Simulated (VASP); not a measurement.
Input of a VASP 6.6.1 run:

File INCAR:

```
ALGO = Normal
EDIFF = 1E-6
ENCUT = 520
GGA = CA
ISIF = 2
ISMEAR = -1
LASPH = T
LCHARG = F
LREAL = F
LWAVE = F
NBANDS = 12
NELM = 100
PREC = Accurate
SIGMA = 0.1
```

File KPOINTS:

```
k-points
0
Gamma
  20 20 20
```

File POSCAR:

```
Hg
1.0
    0.0000000000      2.2248947353      2.2248947353
    2.2248947353      0.0000000000      2.2248947353
    2.2248947353      2.2248947353      0.0000000000
Hg
1
Direct
    0.0000000000      0.0000000000      0.0000000000
```

Potentials or basis: VASP PAW LDA potentials, release 64 (Hg).

The run is started by

```console
$ cat potpaw_LDA.64/Hg/POTCAR > POTCAR
$ mpirun -np 1 vasp_std > vasp.out
```

Task: Estimate the pressure.

Result: 0.4 GPa.

Task: What does it give for the band gap on the k mesh?

Result: Zero (band 6 reaches 3.70 eV, above the bottom of band 7 at 1.64 eV).

Caveat: spin-orbit coupling is left out, which moves the levels of the heavy elements.
